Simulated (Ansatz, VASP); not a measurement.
**TaN in VASP and in Ansatz**

Contents of INCAR:

```
SYSTEM = TaN
PREC = Accurate
ENCUT = 520
EDIFF = 1E-7
ISMEAR = -1
SIGMA = 0.05
LREAL = .FALSE.
LASPH = .TRUE.
NELM = 60
ALGO = Normal
ISIF = 2
LWAVE = .FALSE.
LCHARG = .FALSE.
GGA = PE
NBANDS = 15
```

File KPOINTS:

```
Automatic mesh
0
G
  10 10 10
  0 0 0
```

Contents of POSCAR:

```
TaN
1.0
    0.0000000000      2.1934322028      2.1934322028
    2.1934322028      0.0000000000      2.1934322028
    2.1934322028      2.1934322028      0.0000000000
Ta N
1 1
Direct
    0.5000000000      0.5000000000      0.5000000000
    0.0000000000      0.0000000000      0.0000000000
```

The input input.yaml:

```yaml
crystal:
  lattice:
    - [0.0, 2.1934322028, 2.1934322028]
    - [2.1934322028, 0.0, 2.1934322028]
    - [2.1934322028, 2.1934322028, 0.0]
  atoms:
    - { symbol: Ta, position: [0.5, 0.5, 0.5] }
    - { symbol: "N", position: [0.0, 0.0, 0.0] }
hamiltonian:
  xc: pbe
  pseudopotentials: { kind: paw, azcp: { folder: soft_1 } }
kpoints:
  mp_grid: { grid: [10, 10, 10] }
scf:
  occupations: { method: fermi_dirac, width: 0.05 }
output:
  forces: true
  stress: true
  eigenvalues: true
  write_density: true
  write_potential: true
  elf: true
  volumetric_format: npy
```

Alike in both runs: task single point; functional PBE; k mesh 10 × 10 × 10; occupations fermi-dirac, width 0.05 eV; no spin polarisation.

```csv
,VASP,Ansatz
version,VASP 6.6.1,Ansatz 0.2.0
potentials or method,"VASP PAW PBE potentials, release 64 (Ta_pv, N)",Ansatz PAW soft_1
plane-wave cutoff (eV),520,420
valence electrons in the cell,16,18
```

```tsv
	VASP	Ansatz	Ansatz less VASP
gap on the k mesh at the Fermi level (eV)	none	none	-
pressure (GPa)	7.9	6.8	-1.10
```

A gap of «none» marks a metal or a gap that the smearing closes. With one functional, cell and mesh, what is left measures potentials, basis and numerics. VASP's potentials hold 16 valence electrons a cell and Ansatz's 18, so a difference there can come from the potentials and not from the codes.

Spin-orbit coupling is off throughout.
